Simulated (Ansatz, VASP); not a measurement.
## Two plane-wave programs on Hf

```xyz
2
Lattice="3.1184 0.0000 0.0000 -1.5592 2.7006 0.0000 0.0000 0.0000 4.9475" Properties=species:S:1:pos:R:3 pbc="T T T"
Hf    0.0000    1.8004    1.2369
Hf    1.5592    0.9002    3.7107
```

Alike in both runs: task single point; functional LDA; k mesh 12 × 12 × 7; occupations methfessel-paxton of order 1, width 0.01 eV; no spin polarisation.

```csv
,VASP,Ansatz
version,VASP 6.6.1,Ansatz 0.2.0
potentials or method,"VASP PAW LDA potentials, release 64 (Hf_pv), cutoff 520 eV","plane waves (420 eV) with PAW, scalar-relativistic"
valence electrons in the cell,20,52
```

|  | VASP | Ansatz | Ansatz less VASP |
| --- | --- | --- | --- |
| pressure (GPa) | 0.2 | 0.2 | -0.02 |
| traceless stress, the component that is largest in VASP (GPa) | -0.10 | -0.13 | -0.023 |

Ansatz warns that its potentials were made for another functional, while VASP's fit it. LDA's correlation is that of Perdew and Zunger in VASP and of Perdew and Wang (1992) in Ansatz. VASP's potentials hold 20 valence electrons a cell and Ansatz's 52, so a difference there can come from the potentials and not from the codes.

Neither program's run includes spin-orbit coupling.
